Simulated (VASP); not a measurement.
## HfC: single point with r2SCAN+U

Crystal: HfC.

```
CELL_PARAMETERS angstrom
3.34287 0.00000 0.00000
-1.67143 2.89501 0.00000
0.00000 0.00000 5.20271
ATOMIC_POSITIONS crystal
Hf 0.33333 0.66667 0.25000
Hf 0.66667 0.33333 0.75000
C 0.00000 0.00000 0.50000
C 0.00000 0.00000 0.00000
```

* Program: VASP 6.6.1
* Task: single point
* Functional: r2SCAN
* Potentials or basis: VASP PAW PBE potentials, release 64 (Hf_pv, C)
* Cutoff: 520 eV
* k mesh: 9 × 9 × 5
* Occupations: fermi-dirac, width 0.05 eV
* Spin: no spin polarisation
* Hubbard terms: Hf d U = 1.0 eV
* Dipole correction: no
* Further INCAR settings: ALGO = Normal; EDIFF = 1e-06; NBANDS = 22

- Pressure: -0.3 GPa
- Band gap on the k mesh: zero (band 14 reaches 7.87 eV, above the bottom of band 15 at 6.49 eV)

Stress tensor (GPa, compression positive):
```
-2.57  0.00  0.00
 0.00 -2.57  0.00
 0.00  0.00  4.20
```

Levels at points of the mesh, in eV from the Fermi level:
```csv
k point,band 10,band 11,band 12,band 13,band 14,band 15,band 16,band 17,band 18,band 19
"(0.00, 0.00, 0.00)",-3.32,-3.32,-1.42,-1.42,1.30,1.68,1.68,2.11,2.11,2.38
```

Eigenvalues of the final occupation matrices:
```tsv
site	spin	trace	eigenvalues
site 1 d	1	0.85	0.12 0.16 0.16 0.20 0.20
site 1 d	2	0.85	0.12 0.16 0.16 0.20 0.20
site 2 d	1	0.85	0.12 0.16 0.16 0.20 0.20
site 2 d	2	0.85	0.12 0.16 0.16 0.20 0.20
```

Run time: 7.5 min on 1 thread of AMD EPYC 7R13 (shared host), peak memory 0.17 GiB.

Caveat: the PAW data sets were made with another functional, which shifts forces and pressure a little; spin-orbit coupling is left out, which moves the levels of the heavy elements; U without spin polarisation on a metal has little footing; the U is typed as a test and isn't derived for this compound.
